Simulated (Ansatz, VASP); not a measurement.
SnSe2 in VASP and in Ansatz

POSCAR

```
SnSe2
1.0
    3.8251493298      0.0000000000      0.0000000000
   -1.9125746649      3.3126764929      0.0000000000
    0.0000000000      0.0000000000      6.2893498550
Sn Se
1 2
Direct
    0.0000000000      0.0000000000      0.0000000000
    0.3333333333      0.6666666667      0.2508637982
    0.6666666667      0.3333333333      0.7491362018
```

INCAR.step1

```
SYSTEM = SnSe2
ALGO     = Normal         ! electronic algorithm
EDIFF    = 1E-4           ! SCF threshold, eV
ENCUT    = 520            ! plane-wave cutoff, eV
GGA      = PE             ! functional
ISMEAR   = 0              ! smearing method
LASPH    = .TRUE.         ! aspherical terms in the spheres
LCHARG   = .FALSE.        ! write CHGCAR
LREAL    = .FALSE.        ! projectors in reciprocal space
LWAVE    = .TRUE.         ! write WAVECAR
NBANDS   = 20             ! bands
NELM     = 100            ! most SCF steps
PREC     = Accurate       ! precision mode
SIGMA    = 0.01           ! smearing width, eV
```

Contents of INCAR.step2:

```
SYSTEM = SnSe2
ALGO     = Normal         ! electronic algorithm
EDIFF    = 1E-7           ! SCF threshold, eV
ENCUT    = 520            ! plane-wave cutoff, eV
ISIF     = 2              ! what is computed and relaxed
ISMEAR   = 0              ! smearing method
ISTART   = 1            
LASPH    = .TRUE.         ! aspherical terms in the spheres
LCHARG   = .FALSE.        ! write CHGCAR
LMIXTAU  = .TRUE.       
LREAL    = .FALSE.        ! projectors in reciprocal space
LWAVE    = .FALSE.        ! write WAVECAR
METAGGA  = R2SCAN         ! meta-GGA
NBANDS   = 20             ! bands
NELM     = 100            ! most SCF steps
PREC     = Accurate       ! precision mode
SIGMA    = 0.01           ! smearing width, eV
```

KPOINTS

```
k-points
0
G
  12 12 4
  0 0 0
```

Input for Ansatz:

```yaml
crystal:
  lattice:
    - [3.8251493298, 0.0, 0.0]
    - [-1.9125746649, 3.3126764929, 0.0]
    - [0.0, 0.0, 6.289349855]
  atoms:
    - { symbol: Sn, position: [0.0, 0.0, 0.0] }
    - { symbol: Se, position: [0.3333333333, 0.6666666667, 0.2508637982] }
    - { symbol: Se, position: [0.6666666667, 0.3333333333, 0.7491362018] }
kpoints:
  mp_grid: { grid: [12, 12, 4] }
  band_path:
    path:
      - [0.0, 0.0, 0.0]
      - [0.5, 0.0, 0.0]
      - [0.3333333333, 0.3333333333, 0.0]
      - [0.0, 0.0, 0.5]
      - [0.5, 0.0, 0.5]
      - [0.3333333333, 0.3333333333, 0.5]
      - [0.0, 0.151042, -0.140625]
      - [0.0, 0.460937, 0.348958]
    npoints: 1
hamiltonian:
  xc: r2scan
scf:
  occupations: { method: fixed }
  n_extra_bands: 4
output:
  forces: true
  stress: true
  eigenvalues: true
  write_density: true
  write_potential: true
  elf: true
  volumetric_format: npy
```

Change from the starting cell: uniaxial_z strain +1.0%.

Alike in both runs: task single point; functional r2SCAN; k mesh 12 × 12 × 4; no spin polarisation.

```csv
,VASP,Ansatz
version,VASP 6.6.1,Ansatz 0.2.0
potentials or method,"VASP PAW PBE potentials, release 64 (Sn_d, Se)","plane waves, PAW"
plane-wave cutoff (eV),520,500
occupations,"gaussian, width 0.01 eV",fixed
valence electrons in the cell,26,46
```

Ansatz gave:

- gap on the k mesh at the Fermi level (eV): 1.04
- pressure (GPa): 0.7
- traceless stress, the component that is largest in VASP (GPa): -0.13
- rms of the force components (eV/Å): 0.015

**Question.** Estimate VASP's values.

**Answer.** gap on the k mesh at the Fermi level (eV): 1.04; pressure (GPa): 0.8; traceless stress, the component that is largest in VASP (GPa): -0.13; rms of the force components (eV/Å): 0.009.

VASP's potentials were made for PBE, not for r2SCAN. Atom by atom the forces differ by 0.006 eV/Å (rms over components). VASP's potentials hold 26 valence electrons a cell and Ansatz's 46, so a difference there can come from the potentials and not from the codes.
